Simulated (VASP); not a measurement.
Input of a VASP 6.6.1 run:

The input INCAR:

```
SYSTEM = SiNi
ALGO = Normal
EDIFF = 1E-6
EDIFFG = -0.02
ENCUT = 600
GGA = PS
IBRION = 2
ISIF = 3
ISMEAR = -1
ISPIN = 2
KPAR = 4
LASPH = .True.
LCHARG = .False.
LMAXMIX = 4
LORBIT = 11
LREAL = .False.
LWAVE = .False.
MAGMOM = 1 1 1 1 0 0 0 0
NELM = 150
NSW = 80
PREC = Accurate
SIGMA = 0.05
```

File KPOINTS:

```
k-points
0
Gamma
  4 6 4
  0 0 0
```

POSCAR

```
SiNi
1.0
    5.1731000000      0.0000000000      0.0000000000
    0.0000000000      3.3381000000      0.0000000000
    0.0000000000      0.0000000000      5.6049000000
Ni Si
4 4
Direct
    0.9922100000      0.7500000000      0.8124800000
    0.5077900000      0.2500000000      0.3124800000
    0.4922100000      0.7500000000      0.6875200000
    0.0077900000      0.2500000000      0.1875200000
    0.6787200000      0.2500000000      0.9175000000
    0.8212800000      0.7500000000      0.4175000000
    0.1787200000      0.2500000000      0.5825000000
    0.3212800000      0.7500000000      0.0825000000
```

Potentials or basis: VASP PAW PBE potentials, release 64 (Ni, Si).

Command:

```console
$ cat potpaw_PBE.64/Ni/POTCAR potpaw_PBE.64/Si/POTCAR > POTCAR
$ mpirun -np 4 vasp_std > vasp.out
```

**Question.** Predict the band gap on the k mesh.

**Answer.** Zero (filled and empty bands overlap).

**Question.** Estimate the relaxed cell.

**Answer.** a = 5.172 Å, b = 3.293 Å, c = 5.549 Å, α = 90.00°, β = 90.00°, γ = 90.00°.

**Question.** Estimate the space group after relaxing (to 0.1 Å).

**Answer.** Pnma (No. 62).

Stress tensor (GPa, compression positive):
```
 0.09  0.00  0.00
 0.00 -0.01  0.00
 0.00  0.00  0.15
```

Caveat: the moments typed at the start vanished in this run; the PAW data sets were made with another functional, which shifts forces and pressure a little.

The cell as given is a measured one (12.10 Å³/atom); PBEsol puts the equilibrium volume -2.3 % from it, thermal expansion not counted.
